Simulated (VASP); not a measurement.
Wanted: the native input for a VASP 6.6.1 run.

| Quantity | Value |
| --- | --- |
| Task | relaxation of cell and atoms |
| Functional | PBEsol |
| Potentials or basis | VASP PAW PBE potentials, release 64 (Pb_d, Te) |
| Cutoff | 600 eV |
| k mesh | 7 × 7 × 7 |
| Occupations | fermi-dirac, width 0.05 eV |
| Spin | no spin polarisation |
| Dipole correction | no |
| Further INCAR settings | ALGO = Normal; EDIFF = 1e-07; IBRION = 2; EDIFFG = -0.005; NSW = 80; ISIF = 3 |

The structure of TePb lies in POSCAR:

```
TePb
1.0
    0.0000000000      3.2310000000      3.2310000000
    3.2310000000      0.0000000000      3.2310000000
    3.2310000000      3.2310000000      0.0000000000
Pb Te
1 1
Direct
    0.0000000000      0.0000000000      0.0000000000
    0.5000000000      0.5000000000      0.5000000000
```

One way to write it, as run:

INCAR

```
PREC = Accurate
ENCUT = 600
EDIFF = 1E-7
ISMEAR = -1
SIGMA = 0.05
LREAL = F
LASPH = T
NELM = 60
ALGO = Normal
ISIF = 3
LWAVE = F
LCHARG = F
GGA = PS
IBRION = 2
NSW = 80
EDIFFG = -0.005
```

KPOINTS

```
Automatic mesh
0
Gamma
  7 7 7
```

Potentials or basis: VASP PAW PBE potentials, release 64 (Pb_d, Te).

Run with:

```sh
$ cat potpaw_PBE.64/Pb_d/POTCAR potpaw_PBE.64/Te/POTCAR > POTCAR
$ mpirun -np 1 vasp_std > vasp.out
```

It gave:

| Item | Value |
| --- | --- |
| Relaxed volume | 33.42 Å³/atom |
| Relaxed cell | a = 4.555 Å, b = 4.555 Å, c = 4.555 Å, α = 60.00°, β = 60.00°, γ = 60.00° |
| Space group after relaxing (to 0.1 Å) | Fm-3m (No. 225) |
| Energy gained by relaxing | 0.4 meV/atom |
| Ionic steps | 3 |
| Pressure after relaxing | 0.0 GPa |

Caveat: the PAW data sets were made with another functional, which shifts forces and pressure a little.

Wall time 120 s on 1 thread of Intel Xeon 8259CL, on a shared host, peak memory 0.25 GiB.
